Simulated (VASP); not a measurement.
# Pt (Fm-3m) in VASP: further runs

Aim: see how the results for Pt move with the level of theory and the settings. Levels: PBEsol+D4, PBEsol, PBEsol+D3(BJ). Tasks: single point, relaxation of cell and atoms.

Program: VASP 6.6.1. These are calculated values, not measurements. Logs are shortened: lines on timing, memory, paths and dates and some standing lists are left out, and cuts for length are marked.

### Step 1. The cell of the first run

It takes space group Fm-3m (No. 225, cubic). The conventional cell has a = 3.899 Å, b = 3.899 Å, c = 3.899 Å, α = 90.00°, β = 90.00°, γ = 90.00°. Pt (site symmetry m-3m) has 12 Pt at 2.76 Å within 3.6 Å.

### Step 2. Single point, PBEsol+D4

Input file INCAR:

```
ALGO = Normal ; EDIFF = 1E-6
ENCUT = 520 ; GGA = PS
ISIF = 2 ; ISMEAR = -1
IVDW = 13 ; LASPH = T
LCHARG = F ; LREAL = F
LWAVE = F ; NBANDS = 11
NELM = 60 ; PREC = Accurate
SIGMA = 0.05
```

Input file KPOINTS:

```
k-points
0
Gamma
  12 12 12
```

Input file POSCAR:

```
Pt
1.0
    0.0000000000      1.9497420800      1.9497420800
    1.9497420800      0.0000000000      1.9497420800
    1.9497420800      1.9497420800      0.0000000000
Pt
1
Direct
    0.0000000000      0.0000000000      0.0000000000
```

Potentials or basis: VASP PAW PBE potentials, release 64 (Pt).

Command:

```sh
cat potpaw_PBE.64/Pt/POTCAR > POTCAR
mpirun -np 1 vasp_std > vasp.out
```

OUTCAR:

```text
EDIFF = 1E-6
   ENCUT = 520
   GGA = PS
   ISIF = 2
   ISMEAR = -1
   IVDW = 13
   LASPH = T
   LREAL = F
   NELM = 60
   PREC = Accurate

 ion  position               nearest neighbor table
   1  0.000  0.000  0.000-

  LATTYP: Found a face centered cubic cell.
 ALAT       =     3.8994841600

  Lattice vectors:

 A1 = (   0.0000000000,   1.9497420800,   1.9497420800)
 A2 = (   1.9497420800,   0.0000000000,   1.9497420800)
 A3 = (   1.9497420800,   1.9497420800,   0.0000000000)

Analysis of symmetry for initial positions (statically):
=====================================================================
 Subroutine PRICEL returns:
 Original cell was already a primitive cell.

 Routine SETGRP: Setting up the symmetry group for a
 face centered cubic supercell.

 Subroutine GETGRP returns: Found 48 space group operations
 (whereof 48 operations were pure point group operations)
 out of a pool of 48 trial point group operations.

The static configuration has the point symmetry O_h .

Analysis of symmetry for dynamics (positions and initial velocities):
=====================================================================
 Subroutine PRICEL returns:
 Original cell was already a primitive cell.

 Routine SETGRP: Setting up the symmetry group for a
 face centered cubic supercell.

 Subroutine GETGRP returns: Found 48 space group operations
 (whereof 48 operations were pure point group operations)
 out of a pool of 48 trial point group operations.

The dynamic configuration has the point symmetry O_h .

 Subroutine INISYM returns: Found 48 space group operations
 (whereof 48 operations are pure point group operations),
 and found     1 'primitive' translations

----------------------------------------------------------------------------------------

                                     Primitive cell

  volume of cell :      14.8239

  direct lattice vectors                    reciprocal lattice vectors
     0.000000000  1.949742080  1.949742080    -0.256444175  0.256444175  0.256444175
     1.949742080  0.000000000  1.949742080     0.256444175 -0.256444175  0.256444175
     1.949742080  1.949742080  0.000000000     0.256444175  0.256444175 -0.256444175

  length of vectors
     2.757351693  2.757351693  2.757351693     0.444174341  0.444174341  0.444174341

  position of ions in fractional coordinates (direct lattice)
     0.000000000  0.000000000  0.000000000

  ion indices of the primitive-cell ions
   primitive index   ion index
                 1           1

----------------------------------------------------------------------------------------

 KPOINTS: k-points

Automatic generation of k-mesh.
 Grid dimensions read from file:
 generate k-points for:   12   12   12

 Generating k-lattice:

  Cartesian coordinates                     Fractional coordinates (reciprocal lattice)
    -0.021370348  0.021370348  0.021370348     0.083333333  0.000000000  0.000000000
     0.021370348 -0.021370348  0.021370348     0.000000000  0.083333333  0.000000000
     0.021370348  0.021370348 -0.021370348     0.000000000  0.000000000  0.083333333

  Length of vectors
     0.037014528  0.037014528  0.037014528

  Shift w.r.t. Gamma in fractional coordinates (k-lattice)
     0.000000000  0.000000000  0.000000000

 Subroutine IBZKPT returns following result:
 ===========================================

 Found     72 irreducible k-points:

 Following reciprocal coordinates:
            Coordinates               Weight
  0.000000  0.000000  0.000000      1.000000
  0.083333  0.000000  0.000000      8.000000
  0.166667  0.000000  0.000000      8.000000
  0.250000  0.000000  0.000000      8.000000
  0.333333  0.000000  0.000000      8.000000
  0.416667  0.000000  0.000000      8.000000
[... 16 lines left out ...]
  0.500000  0.166667  0.000000     24.000000
 -0.416667  0.166667  0.000000     24.000000
 [... further k-points ...]
   k-points           NKPTS =     72   k-points in BZ     NKDIM =     72   number of bands    NBANDS=     11
   number of dos      NEDOS =    301   number of ions     NIONS =      1
   total plane-waves  NPLWV =  13824
   dimension x,y,z NGX =    24 NGY =   24 NGZ =   24
   dimension x,y,z NGXF=    48 NGYF=   48 NGZF=   48
   ions per type =               1
   NGX,Y,Z   is equivalent  to a cutoff of  14.47, 14.47, 14.47 a.u.
   NGXF,Y,Z  is equivalent  to a cutoff of  28.94, 28.94, 28.94 a.u.
 SYSTEM =  unknown system
   PREC   = accura    normal or accurate (medium, high low for compatibility)
   ISTART =      0    job   : 0-new  1-cont  2-samecut
   ICHARG =      2    charge: 1-file 2-atom 10-const
   ISPIN  =      1    spin polarized calculation?
   LNONCOLLINEAR =      F non collinear calculations
   LSORBIT =      F    spin-orbit coupling
   LASPH  =      T    aspherical Exc in radial PAW
   ENCUT  =  520.0 eV  38.22 Ry    6.18 a.u.   5.13  5.13  5.13*2*pi/ulx,y,z
   NELM   =     60;   NELMIN=  2; NELMDL= -5     # of ELM steps
   EDIFF  = 0.1E-05   stopping-criterion for ELM
   LREAL  =      F    real-space projection
   EDIFFG = 0.1E-04   stopping-criterion for IOM
   NSW    =      0    number of steps for IOM
   IBRION =     -1    ionic relax: 0-MD 1-quasi-New 2-CG
   NFREE  =      0    steps in history (QN), initial steepest desc. (CG)
   ISIF   =      2    stress and relaxation
   ISYM   =      2    0-nonsym 1-usesym 2-fastsym
   POTIM  = 0.5000    time-step for ionic-motion
   TEBEG  =    0.0;   TEEND  =   0.0 temperature during run
   PSTRESS=    0.0 pullay stress
   NELECT =      10.0000    total number of electrons
   NUPDOWN=      -1.0000    fix difference up-down
   EMIN   =  10.00;   EMAX   =-10.00  energy-range for DOS
   EFERMI =   0.00;   METHOD = LEGACY
   ISMEAR =    -1;   SIGMA  =   0.05  broadening in eV -4-tet -1-fermi 0-gaus
   EFERMI_NEDOS =   21; number of points for ismear=-14 and -15
   IALGO  =     38    algorithm
   IMIX   =      4    mixing-type and parameters
     AMIX     =   0.40;   BMIX     =  1.00
     AMIX_MAG =   1.60;   BMIX_MAG =  1.00
  volume/ion in A,a.u.               =      14.82       100.04
  Fermi-wavevector in a.u.,A,eV,Ry     =   1.435779  2.713229 28.047893  2.061462
  Thomas-Fermi vector in A             =   2.555040
   LORBIT       =      0    0 simple, 1 ext, 2 COOP (PROOUT), +10 PAW based schemes
   GGA     = PS    functional components
   LHFCALC =     F    Hartree Fock is set to
   AEXX    =    0.0000 exact exchange contribution
   IVDW    =    13    specifies the selected vdW correction
   LEPSILON=     F    determine dielectric tensor
   LRPA    =     F    only Hartree local field effects (RPA)
 non-spin polarized calculation
  energy-cutoff  :      520.00
  volume of cell :       14.82
 maximum number of plane-waves:       415
 NGX is ok and might be reduce to    24
   NGX = 11   NGY = 11   NGZ = 11

 number of electron      10.0000000 magnetization

 number of electron       9.9999999 magnetization

 Free energy of the ion-electron system (eV)
  ---------------------------------------------------
  ext. energy  EPLUGINS =         0.00000000
  ---------------------------------------------------
  free energy    TOTEN  =        -6.97045278 eV

  energy without entropy =       -6.95501652  energy(sigma->0) =       -6.96273465

 E-fermi :  11.4570     XC(G=0): -13.7285

 val. band max:       11.4532419846   @ k =  -0.4167   0.3333   0.0833
 cond. band min:      11.4598289963   @ k =   0.5000   0.4167   0.0833
 fundamental gap:      0.0065870118
 Fermi energy:        11.4569965719

 k-point     1 :       0.0000    0.0000    0.0000
  band No.  band energies     occupation
      1       0.9383      2.00000
      2       7.5257      2.00000
      3       7.5257      2.00000
      4       7.5257      2.00000
      5       9.7680      2.00000
      6       9.7680      2.00000
      7      26.0036      0.00000
      8      31.0595      0.00000
      9      31.0595      0.00000
     10      31.0595      0.00000
     11      36.4181      0.00000

 k-point     2 :       0.0833    0.0000    0.0000
  band No.  band energies     occupation
      1       1.2208      2.00000
      2       7.3999      2.00000
      3       7.6367      2.00000
      4       7.6367      2.00000
      5       9.7071      2.00000
      6       9.7071      2.00000
      7      26.4445      0.00000
      8      29.7214      0.00000
      9      31.4997      0.00000
     10      31.4997      0.00000
     11      37.8287      0.00000

 k-point     3 :       0.1667    0.0000    0.0000
  band No.  band energies     occupation
      1       2.0038      2.00000
      2       7.1477      2.00000
      3       7.8633      2.00000
      4       7.8633      2.00000
      5       9.6557      2.00000
      6       9.6557      2.00000
      7      27.3692      0.00000
      8      27.4657      0.00000
      9      32.7271      0.00000
     10      32.7271      0.00000
     11      36.5589      0.00000

 k-point     4 :       0.2500    0.0000    0.0000
  band No.  band energies     occupation
      1       3.0189      2.00000
      2       7.1502      2.00000
      3       7.9123      2.00000
      4       7.9123      2.00000
      5       9.9426      2.00000
      6       9.9426      2.00000
      7      24.7835      0.00000
      8      27.8258      0.00000
      9      34.2384      0.00000
     10      34.2384      0.00000
     11      35.0623      0.00000

 k-point     5 :       0.3333    0.0000    0.0000
  band No.  band energies     occupation
      1       3.7044      2.00000
      2       7.7310      2.00000
      3       7.7310      2.00000
      4       8.0073      2.00000
      5      10.5895      2.00000
      6      10.5895      2.00000
      7      21.8344      0.00000
      8      26.8196      0.00000
      9      32.9630      0.00000
     10      32.9630      0.00000
     11      36.6116      0.00000
[... 211 lines left out ...]
 k-point    21 :       0.3333    0.1667    0.0000
  band No.  band energies     occupation
      1       4.1177      2.00000
      2       6.2915      2.00000
      3       7.6311      2.00000
      4       8.6424      2.00000
      5      10.3245      2.00000
      6      10.9099      1.99996
      7      24.3623      0.00000
      8      28.5393      0.00000
      9      29.5062      0.00000
     10      31.4964      0.00000
     11      35.9852      0.00000

 k-point    22 :       0.4167    0.1667    0.0000
  band No.  band energies     occupation
      1       4.5699      2.00000
      2       6.8256      2.00000
      3       7.3812      2.00000
      4       8.4555      2.00000
      5      11.4231      1.32631
      6      11.9520      0.00010
      7      20.9553      0.00000
      8      27.4082      0.00000
      9      28.8886      0.00000
     10      30.8008      0.00000
     11      38.2130      0.00000

 k-point    23 :       0.5000    0.1667    0.0000
  band No.  band energies     occupation
      1       4.6579      2.00000
      2       6.8463      2.00000
      3       8.1128      2.00000
      4       8.2593      2.00000
      5      11.5539      0.25186
      6      13.9053      0.00000
      7      17.9584      0.00000
      8      26.6520      0.00000
      9      28.9533      0.00000
     10      29.3782      0.00000
     11      38.9471      0.00000

 k-point    24 :      -0.4167    0.1667    0.0000
  band No.  band energies     occupation
      1       4.7178      2.00000
      2       6.8613      2.00000
      3       8.1674      2.00000
      4       8.4324      2.00000
      5      11.1385      1.99658
      6      14.4687      0.00000
      7      17.5384      0.00000
      8      26.2970      0.00000
      9      28.3963      0.00000
     10      30.0964      0.00000
     11      38.4784      0.00000

 [... further k-points ...]

------------------------ aborting loop because EDIFF is reached ----------------------------------------

  DFT-D4 for vdW energy calculation

  Edisp (eV):   -0.45790

  FORCE on cell =-STRESS in cart. coord.  units (eV):
  Direction    XX          YY          ZZ          XY          YZ          ZX
  --------------------------------------------------------------------------------------
  -------------------------------------------------------------------------------------
  Total      -0.03585    -0.03585    -0.03585     0.00000    -0.00000     0.00000
  in kB      -3.87456    -3.87456    -3.87456     0.00000    -0.00000     0.00000
  external pressure =       -3.87 kB  Pullay stress =        0.00 kB

 VOLUME and BASIS-vectors are now :
 -----------------------------------------------------------------------------
  energy-cutoff  :      520.00
  volume of cell :       14.82
      direct lattice vectors                 reciprocal lattice vectors
     0.000000000  1.949742080  1.949742080    -0.256444175  0.256444175  0.256444175
     1.949742080  0.000000000  1.949742080     0.256444175 -0.256444175  0.256444175
     1.949742080  1.949742080  0.000000000     0.256444175  0.256444175 -0.256444175

 POSITION                                       TOTAL-FORCE (eV/Angst)
 -----------------------------------------------------------------------------------
      0.00000      0.00000      0.00000         0.000000      0.000000      0.000000
 -----------------------------------------------------------------------------------
    total drift:                               -0.000000      0.000000      0.000000

  FREE ENERGIE OF THE ION-ELECTRON SYSTEM (eV)
  ---------------------------------------------------
  free  energy   TOTEN  =        -7.4283551835 eV

  energy  without entropy=       -7.4129189257  energy(sigma->0) =       -7.42063705
```

Wall time 14 s (1 thread of AMD EPYC 7R43 (Zen 3), shared host); peak memory 0.11 GiB.

What came out:

| Property | Result |
| --- | --- |
| Free energy | -7.4284 eV |
| Pressure | -0.4 GPa |
| Band gap on the k mesh | zero (band 5 reaches 11.96 eV, above the bottom of band 6 at 9.66 eV) |
| Dispersion energy per atom | -0.458 eV |

Caveat: the PAW data sets were made with another functional, which shifts forces and pressure a little; spin-orbit coupling is left out, which moves the levels of the heavy elements; pairwise dispersion overbinds metals, which lowers pressure and volume.

### Step 3. Single point, PBEsol

This run uses another cell than the first one, of 15.05 Å³/atom, 1.015 times its volume.

Input file INCAR:

```
SYSTEM = Pt
ALGO     = Normal         ! electronic algorithm
EDIFF    = 1E-7           ! SCF threshold, eV
ENCUT    = 520            ! plane-wave cutoff, eV
GGA      = PS             ! functional
ISIF     = 2              ! what is computed and relaxed
ISMEAR   = -1             ! smearing method
LASPH    = .True.         ! aspherical terms in the spheres
LCHARG   = .False.        ! write CHGCAR
LREAL    = .False.        ! projectors in reciprocal space
LWAVE    = .False.        ! write WAVECAR
NBANDS   = 11             ! bands
NELM     = 60             ! most SCF steps
PREC     = Accurate       ! precision mode
SIGMA    = 0.05           ! smearing width, eV
```

Input file KPOINTS:

```
k-points
0
Gamma
  12 12 12
  0 0 0
```

Input file POSCAR:

```
Pt
1.0
    0.0000000000      1.9595007709      1.9595007709
    1.9595007709      0.0000000000      1.9595007709
    1.9595007709      1.9595007709      0.0000000000
Pt
1
Direct
    0.0000000000      0.0000000000      0.0000000000
```

Potentials or basis: VASP PAW PBE potentials, release 64 (Pt).

Command:

```sh
cat potpaw_PBE.64/Pt/POTCAR > POTCAR
mpirun -np 1 vasp_std > vasp.out
```

It took 16 s on 1 thread of AMD EPYC 7R43 (Zen 3), shared host; peak memory 0.11 GiB.

Results (log left out):

```yaml
Free_energy: -6.9731 eV
Pressure: -0.4 GPa
Band_gap_on_the_k_mesh: zero (band 5 reaches 11.65 eV, above the bottom of band 6 at 9.41 eV)
```

Levels at points of the mesh, in eV from the Fermi level:
| k point | band 1 | band 2 | band 3 | band 4 | band 5 | band 6 | band 7 | band 8 | band 9 | band 10 |
| --- | --- | --- | --- | --- | --- | --- | --- | --- | --- | --- |
| (0.00, 0.00, 0.00) | -10.35 | -3.84 | -3.84 | -3.84 | -1.65 | -1.65 | 14.59 | 19.56 | 19.56 | 19.56 |
| (0.50, 0.00, 0.00) | -7.42 | -3.90 | -3.90 | -0.58 | 0.03 | 0.03 | 5.80 | 14.14 | 18.93 | 18.93 |
| (0.50, 0.50, 0.00) | -7.15 | -6.69 | 0.00 | 0.48 | 0.48 | 1.68 | 8.83 | 11.32 | 11.32 | 20.10 |

Caveat: the PAW data sets were made with another functional, which shifts forces and pressure a little; spin-orbit coupling is left out, which moves the levels of the heavy elements.

### Step 4. Single point, PBEsol+D3(BJ)

This run uses another cell than the first one, of 15.08 Å³/atom, 1.017 times its volume.

Input file INCAR:

```
SYSTEM = Pt
  PREC = Accurate
  ENCUT = 520
  EDIFF = 1E-6
  ISMEAR = -1
  SIGMA = 0.05
  LREAL = .FALSE.
  LASPH = .TRUE.
  NELM = 80
  ALGO = Fast
  ISIF = 2
  LWAVE = .FALSE.
  LCHARG = .FALSE.
  GGA = PS
  IVDW = 12
  NBANDS = 11
```

Input file KPOINTS:

```
regular mesh
0
G
  12 12 12
  0 0 0
```

Input file POSCAR:

```
Pt
1.0
    0.0000000000      1.9609000000      1.9609000000
    1.9609000000      0.0000000000      1.9609000000
    1.9609000000      1.9609000000      0.0000000000
Pt
1
Direct
    0.0000000000      0.0000000000      0.0000000000
```

Command:

```sh
cat potpaw_PBE.64/Pt/POTCAR > POTCAR
mpirun -np 1 vasp_std > vasp.out
```

Wall time 18 s (1 thread of AMD EPYC 7R43 (Zen 3), shared host); peak memory 0.12 GiB.

Results (log left out):

| Item | Value |
| --- | --- |
| Free energy | -7.7219 eV |
| Pressure | -9.1 GPa |
| Band gap on the k mesh | zero (band 5 reaches 11.61 eV, above the bottom of band 6 at 9.37 eV) |
| Dispersion energy per atom | -0.749 eV |

Levels at points of the mesh, in eV from the Fermi level:
```
           k point  band 3  band 4  band 5  band 6  band 7  band 8
(0.00, 0.00, 0.00)   -3.82   -3.82   -1.64   -1.64   14.60   19.56
(0.50, 0.00, 0.00)   -3.88   -0.58    0.03    0.03    5.78   14.15
(0.50, 0.50, 0.00)    0.00    0.48    0.48    1.68    8.81   11.31
```

Caveat: three body term missing; the PAW data sets were made with another functional, which shifts forces and pressure a little; spin-orbit coupling is left out, which moves the levels of the heavy elements; pairwise dispersion overbinds metals, which lowers pressure and volume.

(Part 1 of 2 ends here.)
